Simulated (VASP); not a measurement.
# Sn3Se: relaxation of cell and atoms with PBEsol

Sn3Se:

```
CELL_PARAMETERS angstrom
0.00000 3.73314 3.73314
3.73314 0.00000 3.73314
3.73314 3.73314 0.00000
ATOMIC_POSITIONS crystal
Sn 0.50000 0.50000 0.50000
Sn 0.75000 0.75000 0.75000
Sn 0.25000 0.25000 0.25000
Se 0.00000 0.00000 0.00000
```

```json
{"Program": "VASP 6.6.1", "Task": "relaxation of cell and atoms", "Functional": "PBEsol", "Potentials or basis": "VASP PAW PBE potentials, release 64 (Sn_d, Se)", "Cutoff": "600 eV", "k mesh": "6 × 6 × 6", "Occupations": "fermi-dirac, width 0.05 eV", "Spin": "no spin polarisation", "Target pressure": "30 GPa", "Dipole correction": "no", "Further INCAR settings": "ALGO = Normal; EDIFF = 1e-07; IBRION = 2; EDIFFG = -0.01; NSW = 60; ISIF = 3"}
```

```
Relaxed volume                                             : 18.73 Å³/atom
Relaxed cell                                               : a = 4.732 Å, b = 4.732 Å, c = 4.732 Å, α = 60.00°, β = 60.00°, γ = 60.00°
Space group after relaxing (to 0.1 Å)                      : Fm-3m (No. 225)
Energy change on relaxing (the run minimises the enthalpy) : +394.0 meV/atom
Ionic steps                                                : 15
Pressure after relaxing                                    : 29.9 GPa
```

Step by step:
```tsv
step	energy change (eV)	largest force (eV/Å)	pressure (GPa)	volume (Å³)
1	0.0000	0.0000	-3.17	104.05
2	28.9825	0.0000	373.50	42.19
3	0.9326	0.0000	20.98	78.99
4	1.2311	0.0000	25.22	76.91
5	1.5964	0.0000	30.19	74.80
6	1.4999	0.0000	28.90	75.32
7	1.5053	0.0000	28.97	75.29
8	1.5215	0.0000	29.19	75.20
9	1.5217	0.0000	29.20	75.20
10	1.5226	0.0000	29.21	75.20
11	1.5243	0.0000	29.23	75.19
12	1.5277	0.0000	29.27	75.17
13	1.5345	0.0000	29.36	75.13
14	1.5482	0.0000	29.55	75.06
15	1.5758	0.0000	29.92	74.91
```

Final structure:
```yaml
crystal:
  lattice:
    - [0.00000, 3.34579, 3.34579]
    - [3.34579, 0.00000, 3.34579]
    - [3.34579, 3.34579, 0.00000]
  atoms:
    - { symbol: Sn, position: [0.50000, 0.50000, 0.50000] }
    - { symbol: Sn, position: [0.75000, 0.75000, 0.75000] }
    - { symbol: Sn, position: [0.25000, 0.25000, 0.25000] }
    - { symbol: Se, position: [0.00000, 0.00000, 0.00000] }
```

Levels at points of the mesh, in eV from the Fermi level:
```csv
k point,band 20,band 21,band 22,band 23,band 24,band 25,band 26,band 27,band 28
"(0.00, 0.00, 0.00)",-4.28,-4.27,-2.42,-2.42,-2.42,-1.10,-1.10,-1.10,-0.93
"(0.50, 0.00, 0.00)",-4.98,-4.67,-3.46,-3.46,-0.39,1.11,2.54,2.54,3.62
"(0.50, 0.50, 0.00)",-7.05,-6.83,0.18,0.63,0.63,2.09,3.23,3.23,4.95
```

It took 4.1 min on 1 thread of Intel(R) Xeon(R) 6975P-C (Granite Rapids), with other jobs on the host, peak memory 0.3 GiB.

Caveat: the cell is relaxed towards a set pressure, so the run minimises the enthalpy, not the energy; the volume moved by over 15 % at a fixed basis, so the end points are rough; the highest band is partly filled, so the run has too few bands; the PAW data sets were made with another functional, which shifts forces and pressure a little; spin-orbit coupling is left out, which moves the levels of the heavy elements.
